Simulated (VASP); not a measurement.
**SnTe: single point with PBE**

SnTe:

```
Sn Te
1.0
     0.00000    3.61115    3.61115
     3.61115    0.00000    3.61115
     3.61115    3.61115    0.00000
Sn Te
1 1
Direct
  0.00000 0.00000 0.00000
  0.75000 0.75000 0.75000
```

* Program: VASP 6.6.1
* Task: single point
* Functional: PBE
* Potentials or basis: VASP PAW PBE potentials, release 64 (Sn_d, Te)
* Cutoff: 500 eV
* k mesh: 4 × 4 × 4
* Occupations: gaussian, width 0.012 eV
* Spin: no spin polarisation
* Dipole correction: no
* Further INCAR settings: ALGO = Normal; EDIFF = 1e-06; NBANDS = 17

```json
{"Pressure": "-0.1 GPa", "Band gap on the k mesh": "0.09 eV, indirect (least direct gap 0.80 eV)"}
```

Levels at points of the mesh, in eV from the valence-band top:
| k point | band 7 | band 8 | band 9 | band 10 | band 11 | band 12 | band 13 | band 14 |
| --- | --- | --- | --- | --- | --- | --- | --- | --- |
| (0.00, 0.00, 0.00) | -5.22 | -1.96 | -1.96 | -1.96 | 0.98 | 0.98 | 0.98 | 4.09 |
| (0.50, 0.00, 0.00) | -7.03 | -2.49 | -2.49 | -2.07 | 1.78 | 1.78 | 3.37 | 5.65 |
| (0.50, 0.50, 0.00) | -7.39 | -3.15 | -3.15 | -0.71 | 0.09 | 3.85 | 3.85 | 5.39 |

Run time: 35 s on 1 thread of Intel Xeon 8259CL, on a shared host, peak memory 0.24 GiB.

Caveat: spin-orbit coupling is left out, which moves the levels of the heavy elements. A k mesh can miss the band edges.
